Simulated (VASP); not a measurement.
Wanted: the native input for a VASP 6.6.1 run.

```
Task                   : single point
Functional             : revPBE
Dispersion             : D4
Potentials or basis    : VASP PAW PBE potentials, release 64 (W_sv, C)
Cutoff                 : 520 eV
k mesh                 : 10 × 10 × 10
Occupations            : fermi-dirac, width 0.05 eV
Spin                   : no spin polarisation
Dipole correction      : no
Further INCAR settings : ALGO = Normal; EDIFF = 1e-06; NBANDS = 16
```

The structure of WC lies in POSCAR:

```
WC
1.0
    0.0000000000      2.1704025496      2.1704025496
    2.1704025496      0.0000000000      2.1704025496
    2.1704025496      2.1704025496      0.0000000000
W C
1 1
Direct
    0.0000000000      0.0000000000      0.0000000000
    0.5000000000      0.5000000000      0.5000000000
```

These files were run (other wordings do the same):

INCAR

```
PREC     = Accurate       # precision mode
ENCUT    = 520            # plane-wave cutoff, eV
EDIFF    = 1E-6           # SCF threshold, eV
ISMEAR   = -1             # smearing method
SIGMA    = 0.05           # smearing width, eV
LREAL    = False          # projectors in reciprocal space
LASPH    = True           # aspherical terms in the spheres
NELM     = 60             # most SCF steps
ALGO     = Normal         # electronic algorithm
ISIF     = 2              # what is computed and relaxed
LWAVE    = False          # write WAVECAR
LCHARG   = False          # write CHGCAR
GGA      = RE             # functional
IVDW     = 13             # dispersion correction
NBANDS   = 16             # bands
```

KPOINTS

```
Automatic mesh
0
Gamma
  10 10 10
```

Potentials or basis: VASP PAW PBE potentials, release 64 (W_sv, C).

Command:

```bash
$ cat potpaw_PBE.64/W_sv/POTCAR potpaw_PBE.64/C/POTCAR > POTCAR
$ mpirun -np 1 vasp_std > vasp.out
```

Results of the run:

| Quantity | Value |
| --- | --- |
| Pressure | 1.0 GPa |
| Band gap on the k mesh | zero (bands 9 and 10 overlap by 3.34 eV) |
| Dispersion energy per atom | -0.829 eV |

Caveat: the PAW data sets were made with another functional, which shifts forces and pressure a little; spin-orbit coupling is left out, which moves the levels of the heavy elements.

It took 15 s on 1 thread of Intel Xeon 8259CL (shared host), peak memory 0.15 GiB.
